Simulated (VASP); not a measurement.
Set up this calculation in VASP 6.6.1, as the native input.

```yaml
Task: single point
Functional: LDA
Potentials_or_basis: VASP PAW LDA potentials, release 64 (Fe, O)
Cutoff: 520 eV
k_mesh: 10 × 10 × 10
Occupations: fermi-dirac, width 0.05 eV
Spin: collinear spin, ferromagnetic start
Starting_moments: "[3.0, 0.0] μB"
Dipole_correction: no
Further_INCAR_settings: ALGO = Normal; EDIFF = 1e-06; NBANDS = 18
```

The structure of FeO lies in POSCAR:

```
FeO
1.0
    2.5771361389      0.0000000000      0.0000000000
    0.0000000000      2.5771361389      0.0000000000
    0.0000000000      0.0000000000      2.5771361389
Fe O
1 1
Direct
    0.0000000000      0.0000000000      0.0000000000
    0.5000000000      0.5000000000      0.5000000000
```

These files were run (other wordings do the same):

INCAR

```
ALGO = Normal ; EDIFF = 1E-6
ENCUT = 520 ; ISIF = 2
ISMEAR = -1 ; ISPIN = 2
LASPH = True ; LCHARG = False
LMAXMIX = 4 ; LORBIT = 11
LREAL = False ; LWAVE = False
MAGMOM = 3 0 ; NBANDS = 18
NELM = 150 ; PREC = Accurate
SIGMA = 0.05
```

KPOINTS

```
k-points
0
Gamma
  10 10 10
```

Potentials or basis: VASP PAW LDA potentials, release 64 (Fe, O).

Run with:

```bash
$ cat potpaw_LDA.64/Fe/POTCAR potpaw_LDA.64/O/POTCAR > POTCAR
$ mpirun -np 1 vasp_std > vasp.out
```

It gave:

- Pressure: -0.1 GPa
- Net moment: 3.94 μB per cell
- Site moments: Fe +3.44; O +0.39 μB
- Valence electrons inside the program's atomic spheres: Fe 6.92; O 4.96

Caveat: a cell with one magnetic atom can't hold antiferromagnetic order, which such compounds often take.

Run time: 50 s on 1 thread of Intel Xeon 8259CL (shared host), peak memory 0.14 GiB.
